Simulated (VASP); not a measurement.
**TaN: single point with PBE**

TaN:

```xyz
2
Lattice="0.0000 2.2086 2.2086 2.2086 0.0000 2.2086 2.2086 2.2086 0.0000" Properties=species:S:1:pos:R:3 pbc="T T T"
Ta    2.2086    2.2086    2.2086
N    -0.4243   -0.4243    0.0000
```

This cell differs from its parent crystal: atom 2 (N) moved by (-0.600, +0.000) A along [1 1 0] and z.

```
Program                : VASP 6.6.1
Task                   : single point
Functional             : PBE
Potentials or basis    : VASP PAW PBE potentials, release 64 (Ta_pv, N)
Cutoff                 : 520 eV
k mesh                 : 24 × 24 × 24
Occupations            : gaussian, width 0.15 eV
Spin                   : no spin polarisation
Dipole correction      : no
Further INCAR settings : ALGO = Normal; EDIFF = 1e-06; NBANDS = 15
```

| Quantity | Value |
| --- | --- |
| Pressure | 56.1 GPa |
| Largest force | 6.848 eV/Å |
| Band gap on the k mesh | zero (bands 8 and 9 overlap by 3.11 eV) |

Forces in eV/Å, atoms in the order of the input:
```
Ta  -4.842 -4.842  0.000
N    4.842  4.842  0.000
```

Stress tensor (GPa, compression positive):
```
 79.88 -35.46   0.00
-35.46  79.88   0.00
  0.00   0.00   8.65
```

Levels at points of the mesh, in eV from the Fermi level:
```
           k point  band 5  band 6  band 7  band 8  band 9  band 10  band 11  band 12
(0.00, 0.00, 0.00)   -6.91   -6.09   -5.95   -1.78    0.11     0.60     1.63     4.88
(0.50, 0.00, 0.00)   -9.89   -6.75   -5.28   -0.39   -0.39     2.79     3.62     4.97
(0.00, 0.00, 0.50)   -9.36   -7.68   -7.15    0.58    1.70     2.82     5.30     8.14
(0.50, 0.50, 0.00)   -8.41   -6.55   -5.59    1.05    2.40     3.85     3.93     4.46
(0.00, 0.50, 0.50)   -7.66   -6.26   -5.05   -1.16    2.53     3.39     3.74     3.92
```

Run time: 2.8 min on 1 thread of Intel(R) Xeon(R) 6975P-C (Granite Rapids), on a shared host, peak memory 0.7 GiB.

Caveat: the cell differs from its parent crystal (atom 2 (N) moved by (-0.600, +0.000) A along [1 1 0] and z); the stress differs along the axes, from 9 to 80 GPa; spin-orbit coupling is left out, which moves the levels of the heavy elements; forces of over 1 eV/Å act on the atoms, so gaps and moduli don't describe the material at rest.
